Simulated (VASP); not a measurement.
# CoO (P1) in VASP: single point with PBE+U

Aim: the single point of CoO with PBE+U.

Program: VASP 6.6.1. These are calculated values, not measurements. Logs are shortened: lines on timing, memory, paths and dates and some standing lists are left out, and cuts for length are marked.

## (1) The cell of the first run

The typed cell holds 2 atoms: a = 3.012 Å, b = 3.012 Å, c = 3.012 Å, α = 60.00°, β = 60.00°, γ = 60.00°.

## (2) Single point, PBE+U, collinear spin, ferromagnetic start

The input, INCAR:

```
SYSTEM = CoO
ALGO     = Normal         ! electronic algorithm
EDIFF    = 1E-6           ! SCF threshold, eV
ENCUT    = 520            ! plane-wave cutoff, eV
GGA      = PE             ! functional
ISIF     = 2              ! what is computed and relaxed
ISMEAR   = -1             ! smearing method
ISPIN    = 2              ! spin polarisation
LASPH    = .True.         ! aspherical terms in the spheres
LCHARG   = .False.        ! write CHGCAR
LDAU     = .True.         ! DFT+U
LDAUJ    = 0 0          
LDAUL    = 2 -1           ! shell
LDAUPRINT= 1            
LDAUTYPE = 2            
LDAUU    = 4 0            ! U, eV
LMAXMIX  = 4              ! l up to which the mixer works
LORBIT   = 11             ! projections on sites
LREAL    = .False.        ! projectors in reciprocal space
LWAVE    = .False.        ! write WAVECAR
MAGMOM   = 2.83 0.24      ! initial moments
NBANDS   = 18             ! bands
NELM     = 150            ! most SCF steps
PREC     = Accurate       ! precision mode
SIGMA    = 0.1            ! smearing width, eV
```

The input, KPOINTS:

```
k-points
0
Gamma
  9 9 9
  0 0 0
```

The input, POSCAR:

```
CoO
1.0
    0.0000000000      2.1300000000      2.1300000000
    2.1300000000      0.0000000000      2.1300000000
    2.1300000000      2.1300000000      0.0000000000
Co O
1 1
Direct
    0.0000000000      0.0000000000      0.0000000000
    0.4937620000      0.5356250000      0.5120840000
```

Potentials or basis: VASP PAW PBE potentials, release 64 (Co, O).

Run with:

```
$ cat potpaw_PBE.64/Co/POTCAR potpaw_PBE.64/O/POTCAR > POTCAR
$ mpirun -np 1 vasp_std > vasp.out
```

OUTCAR:

```text
SYSTEM = CoO
   EDIFF = 1E-6
   ENCUT = 520
   GGA = PE
   ISIF = 2
   ISMEAR = -1
   ISPIN = 2
   LASPH = .True.
   LORBIT = 11
   LREAL = .False.
   NELM = 150
   PREC = Accurate

 ion  position               nearest neighbor table
   1  0.000  0.000  0.000-   2 2.03   2 2.07   2 2.12   2 2.15   2 2.19   2 2.23
   2  0.494  0.536  0.512-   1 2.03   1 2.07   1 2.12   1 2.15   1 2.19   1 2.23

  LATTYP: Found a face centered cubic cell.
 ALAT       =     4.2600000000

  Lattice vectors:

 A1 = (   0.0000000000,   2.1300000000,   2.1300000000)
 A2 = (   2.1300000000,   0.0000000000,   2.1300000000)
 A3 = (   2.1300000000,   2.1300000000,   0.0000000000)

Analysis of symmetry for initial positions (statically):
=====================================================================
 Subroutine PRICEL returns:
 Original cell was already a primitive cell.

 Routine SETGRP: Setting up the symmetry group for a
 face centered cubic supercell.

 Subroutine GETGRP returns: Found  1 space group operations
 (whereof  1 operations were pure point group operations)
 out of a pool of 48 trial point group operations.

The static configuration has the point symmetry C_1 .

Analysis of symmetry for dynamics (positions and initial velocities):
=====================================================================
 Subroutine PRICEL returns:
 Original cell was already a primitive cell.

 Routine SETGRP: Setting up the symmetry group for a
 face centered cubic supercell.

 Subroutine GETGRP returns: Found  1 space group operations
 (whereof  1 operations were pure point group operations)
 out of a pool of 48 trial point group operations.

The dynamic configuration has the point symmetry C_1 .

Analysis of structural, dynamic, and magnetic symmetry:
=====================================================================
 Subroutine PRICEL returns:
 Original cell was already a primitive cell.

 Routine SETGRP: Setting up the symmetry group for a
[... 170 lines left out ...]
  o =  0.1321  v =  0.0000  0.0000  0.0000  0.0000  0.0000  0.0002 -0.0004 -0.6530  0.0004  0.7574      0.0000  0.0000  0.0000  0.0000  0.0000  0.0000  0.0000  0.0000  0.0000  0.0000
  o =  0.6593  v =  0.0000  0.0000  0.0000  0.0000  0.0000  0.5645  0.8040  0.0005  0.1867  0.0006      0.0000  0.0000  0.0000  0.0000  0.0000  0.0000  0.0000  0.0000  0.0000  0.0000
  o =  0.6607  v =  0.0000  0.0000  0.0000  0.0000  0.0000  0.0958  0.1609  0.0029 -0.9823  0.0031      0.0000  0.0000  0.0000  0.0000  0.0000  0.0000  0.0000  0.0000  0.0000  0.0000
  o =  0.6611  v =  0.0000  0.0000  0.0000  0.0000  0.0000 -0.8199  0.5724 -0.0003  0.0138  0.0002      0.0000  0.0000  0.0000  0.0000  0.0000  0.0000  0.0000  0.0000  0.0000  0.0000
  o =  0.9702  v =  0.0851  0.9963 -0.0002 -0.0086 -0.0022  0.0000  0.0000  0.0000  0.0000  0.0000      0.0000  0.0000  0.0000  0.0000  0.0000  0.0000  0.0000  0.0000  0.0000  0.0000
  o =  0.9708  v =  0.9953 -0.0854 -0.0032 -0.0457 -0.0003  0.0000  0.0000  0.0000  0.0000  0.0000      0.0000  0.0000  0.0000  0.0000  0.0000  0.0000  0.0000  0.0000  0.0000  0.0000
  o =  0.9710  v =  0.0463  0.0047  0.0060  0.9988  0.0125  0.0000  0.0000  0.0000  0.0000  0.0000      0.0000  0.0000  0.0000  0.0000  0.0000  0.0000  0.0000  0.0000  0.0000  0.0000
  o =  1.0131  v =  0.0022  0.0013  0.7829 -0.0126  0.6221  0.0000  0.0000  0.0000  0.0000  0.0000      0.0000  0.0000  0.0000  0.0000  0.0000  0.0000  0.0000  0.0000  0.0000  0.0000
  o =  1.0139  v = -0.0019  0.0017 -0.6222 -0.0060  0.7829  0.0000  0.0000  0.0000  0.0000  0.0000      0.0000  0.0000  0.0000  0.0000  0.0000  0.0000  0.0000  0.0000  0.0000  0.0000

 number of electron      15.0000003 magnetization       2.9856722

 Free energy of the ion-electron system (eV)
  ---------------------------------------------------
  ext. energy  EPLUGINS =         0.00000000
  ---------------------------------------------------
  free energy    TOTEN  =       -10.99571141 eV

  energy without entropy =      -10.88167207  energy(sigma->0) =      -10.93869174

 E-fermi :   7.2691     XC(G=0): -12.3764

 val. band max:        7.2689824013   @ k =   0.1111  -0.4444   0.3333
 cond. band min:       7.2708267448   @ k =   0.4444  -0.4444   0.2222
 fundamental gap:      0.0018443435
 Fermi energy:         7.2690524389

 spin component 1

 k-point     1 :       0.0000    0.0000    0.0000
  band No.  band energies     occupation
      1     -12.1222      1.00000
      2       2.2683      1.00000
      3       2.3892      1.00000
      4       2.8235      1.00000
      5       2.8460      1.00000
      6       2.9341      1.00000
[... 1001 lines left out ...]
     17      34.3330      0.00000
     18      36.8556      0.00000

 [... further k-points ...]

------------------------ aborting loop because EDIFF is reached ----------------------------------------

  FORCE on cell =-STRESS in cart. coord.  units (eV):
  Direction    XX          YY          ZZ          XY          YZ          ZX
  --------------------------------------------------------------------------------------
  -------------------------------------------------------------------------------------
  Total        0.1841381     -0.1189062     -0.0115815     -0.0225757     -0.0133387     -0.1173139
  in kB       15.2645975     -9.8570354     -0.9600772     -1.8714667     -1.1057464     -9.7250338
  external PRESSURE =       1.4824950 kB  Pullay stress =       0.0000000 kB

 VOLUME and BASIS-vectors are now :
 -----------------------------------------------------------------------------
  energy-cutoff  :      520.00
  volume of cell :       19.33
      direct lattice vectors                 reciprocal lattice vectors
     0.000000000  2.130000000  2.130000000    -0.234741784  0.234741784  0.234741784
     2.130000000  0.000000000  2.130000000     0.234741784 -0.234741784  0.234741784
     2.130000000  2.130000000  0.000000000     0.234741784  0.234741784 -0.234741784

 POSITION                                       TOTAL-FORCE (eV/Angst)
 -----------------------------------------------------------------------------------
      0.00000      0.00000      0.00000         0.458585      0.051378      0.266823
      2.23162      2.14245      2.19259        -0.458585     -0.051378     -0.266823
 -----------------------------------------------------------------------------------
    total drift:                               -0.000091     -0.000065     -0.000030

  FREE ENERGIE OF THE ION-ELECTRON SYSTEM (eV)
  ---------------------------------------------------
  free  energy   TOTEN  =       -10.9957114053 eV

  energy  without entropy=      -10.8816720665  energy(sigma->0) =      -10.93869174

 total charge

# of ion       s       p       d       tot
------------------------------------------
    1        0.301   0.369   7.154   7.824
    2        1.553   3.452   0.000   5.004
--------------------------------------------------
tot          1.854   3.821   7.154  12.828

 magnetization (x)

# of ion       s       p       d       tot
------------------------------------------
    1        0.021   0.019   2.697   2.737
    2        0.022   0.219   0.000   0.241
--------------------------------------------------
tot          0.043   0.238   2.697   2.977
```

It took 3.7 min on 1 thread of Intel Xeon Platinum 8375C at 2.90GHz (Ice Lake), shared host; peak memory 0.31 GiB.

Results:

```yaml
Free_energy: -10.9957 eV
Pressure: 0.1 GPa
Largest_force: 0.533 eV/Å
Band_gap_on_the_k_mesh: zero (filled and empty bands overlap)
Net_moment: 2.99 μB per cell
Site_moments: Co +2.74; O +0.24 μB
Valence_electrons_inside_the_program's_atomic_spheres: Co 7.82; O 5.00
```

Forces on the atoms (eV/Å):
```
Co   0.459  0.051  0.267
O   -0.459 -0.051 -0.267
```

Eigenvalues of the final occupation matrices:
```csv
site,spin,trace,eigenvalues
site 1 d,1,4.94,0.97 0.97 0.97 1.01 1.01
site 1 d,2,2.24,0.13 0.13 0.66 0.66 0.66
```

Caveat: a cell with one magnetic atom can't hold antiferromagnetic order, which such compounds often take. The state reached can hang on the start; a lower one may exist.
